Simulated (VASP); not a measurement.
The system is CuPt6.

```
Cu Pt
1.0
     5.10723    0.00000    0.00000
     0.00000    5.10723    0.00000
     0.00000    0.00000    5.10723
Cu Pt
1 6
Direct
  0.50000 0.50000 0.50000
  0.16446 0.50000 0.50000
  0.83554 0.50000 0.50000
  0.50000 0.16446 0.50000
  0.50000 0.83554 0.50000
  0.50000 0.50000 0.16446
  0.50000 0.50000 0.83554
```

| Quantity | Value |
| --- | --- |
| Program | VASP 6.6.1 |
| Task | relaxation of cell and atoms |
| Functional | PBE |
| Potentials or basis | VASP PAW PBE potentials, release 64 (Cu, Pt) |
| Cutoff | 600 eV |
| k mesh | 4 × 4 × 4 |
| Occupations | gaussian, width 0.1 eV |
| Spin | no spin polarisation |

At the start: pressure 271.7 GPa; volume 19.03 Å³/atom.

Q: How do energy, volume and symmetry change on relaxing?

A: Over 11 steps the energy falls by 11931.7 meV/atom and the volume is 48.50 Å³/atom (+154.8 %); space group Pm-3m (No. 221, to 0.05 Å).

The path:
| step | energy change (eV) | largest force (eV/Å) | pressure (GPa) | volume (Å³) |
| --- | --- | --- | --- | --- |
| 1 | 0.0000 | 0.1945 | 271.68 | 133.22 |
| 2 | 711.6060 | 1.2352 | -75.83 | 2226.61 |
| 3 | -80.8566 | 3.8160 | 13.95 | 275.97 |
| 4 | -82.1587 | 3.1391 | 8.21 | 294.99 |
| 5 | -83.1473 | 2.1940 | 1.82 | 328.71 |
| 6 | -24.5000 | 0.3959 | -37.70 | 993.95 |
| 7 | -83.2212 | 1.9319 | -0.14 | 335.71 |
| 8 | -83.4390 | 0.9679 | 0.35 | 336.94 |
| 9 | -83.5205 | 0.0262 | 0.24 | 336.51 |
| 10 | -83.5205 | 0.0115 | 0.26 | 336.50 |
| 11 | -83.5219 | 0.0116 | -0.10 | 339.48 |

Final structure:
```yaml
crystal:
  lattice:
    - [6.97595, 0.00000, 0.00000]
    - [0.00000, 6.97595, 0.00000]
    - [0.00000, 0.00000, 6.97595]
  atoms:
    - { symbol: Cu, position: [0.50000, 0.50000, 0.50000] }
    - { symbol: Pt, position: [0.17334, 0.50000, 0.50000] }
    - { symbol: Pt, position: [0.82666, 0.50000, 0.50000] }
    - { symbol: Pt, position: [0.50000, 0.17334, 0.50000] }
    - { symbol: Pt, position: [0.50000, 0.82666, 0.50000] }
    - { symbol: Pt, position: [0.50000, 0.50000, 0.17334] }
    - { symbol: Pt, position: [0.50000, 0.50000, 0.82666] }
```

Caveat: the volume moved by over 15 % at a fixed basis, so the end points are rough.
